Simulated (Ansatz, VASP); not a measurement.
# Two plane-wave programs on Se

```
Se
1.0
     0.00000    3.19632    3.19632
     3.19632    0.00000    3.19632
     3.19632    3.19632    0.00000
Se
2
Direct
  0.12500 0.12500 0.12500
  0.87500 0.87500 0.87500
```

Alike in both runs: task single point; functional revPBE; k mesh 10 × 10 × 10; occupations fermi-dirac, width 0.1 eV; no spin polarisation.

|  | VASP | Ansatz |
| --- | --- | --- |
| version | VASP 6.6.1 | Ansatz 0.2.0 |
| potentials or method | VASP PAW PBE potentials, release 64 (Se), cutoff 520 eV | plane waves (420 eV) with PAW, scalar-relativistic |
| valence electrons in the cell | 12 | 32 |

```tsv
	VASP	Ansatz	Ansatz less VASP
pressure (GPa)	0.0	0.0	0.00
```

VASP's potentials were made for PBE, not for revPBE. VASP's potentials hold 12 valence electrons a cell and Ansatz's 32, so a difference there can come from the potentials and not from the codes.
